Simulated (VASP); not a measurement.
Set up this calculation in VASP 6.6.1, as the native input.

```yaml
Task: single point
Functional: PBE
Potentials_or_basis: VASP PAW PBE potentials, release 64 (Au, Cl)
Cutoff: 520 eV
k_mesh: 2 × 3 × 1
Occupations: gaussian, width 0.05 eV
Spin: no spin polarisation
Dipole_correction: no
Further_INCAR_settings: LREAL = Auto; ALGO = Normal; EDIFF = 1e-06; NBANDS = 106
```

The structure of Au16Cl lies in POSCAR:

```
Au16Cl
1.0
    8.1600000000      0.0000000000      0.0000000000
    0.0000000000      5.7699910000      0.0000000000
    0.0000000000      0.0000000000     16.3274940000
Au Cl
16 1
Direct
    0.2500000000      0.2500000433      0.0612463860
    0.7500000000      0.2500000433      0.0612463860
    0.2500000000      0.7499999567      0.0612463860
    0.7500000000      0.7499999567      0.0612463860
   -0.0004577206      0.0000041595      0.1390337672
    0.5011611520     -0.0000424611      0.1395449908
   -0.0004594363      0.4999740901      0.1390096361
    0.5011794118      0.5000070191      0.1395067731
   -0.0492169118      0.2499818457      0.2901414020
    0.5508439951      0.2499936308      0.2905667581
   -0.0570509804      0.7499415510      0.2910506046
    0.5609665441      0.7499457105      0.2914550757
   -0.2499838235     -0.0087452476      0.4044470021
    0.2506110294     -0.0032773015      0.2661061765
   -0.2499773284      0.5086602388      0.4044462671
    0.2506177696      0.5032288612      0.2659518356
   -0.2344327206      0.2499828856      0.5237427128
```

The input as run:

INCAR

```
  PREC = Accurate
  ENCUT = 520
  EDIFF = 1E-6
  ISMEAR = 0
  SIGMA = 0.05
  LREAL = Auto
  LASPH = T
  NELM = 80
  ALGO = Normal
  ISIF = 2
  LWAVE = F
  LCHARG = F
  GGA = PE
  NBANDS = 106
```

KPOINTS

```
Automatic mesh
0
Gamma
  2 3 1
```

Potentials or basis: VASP PAW PBE potentials, release 64 (Au, Cl).

Launch:

```bash
$ cat potpaw_PBE.64/Au/POTCAR potpaw_PBE.64/Cl/POTCAR > POTCAR
$ mpirun -np 1 vasp_std > vasp.out
```

Results of the run:

| Quantity | Value |
| --- | --- |
| Largest force | 0.097 eV/Å |
| Band gap on the k mesh | zero (an odd number of electrons rules out a gap without spin polarisation) |

Caveat: the k points lie up to 0.38 Å⁻¹ apart, too coarse for converged energies and pressures of a metal; there is no dipole correction, which matters where the two faces differ; spin-orbit coupling is left out, which moves the levels of the heavy elements.

Run time: 22 min on 1 thread of Intel(R) Xeon(R) Platinum 8259CL CPU @ 2.50GHz (Skylake/Cascade Lake) (shared host), peak memory 0.83 GiB.
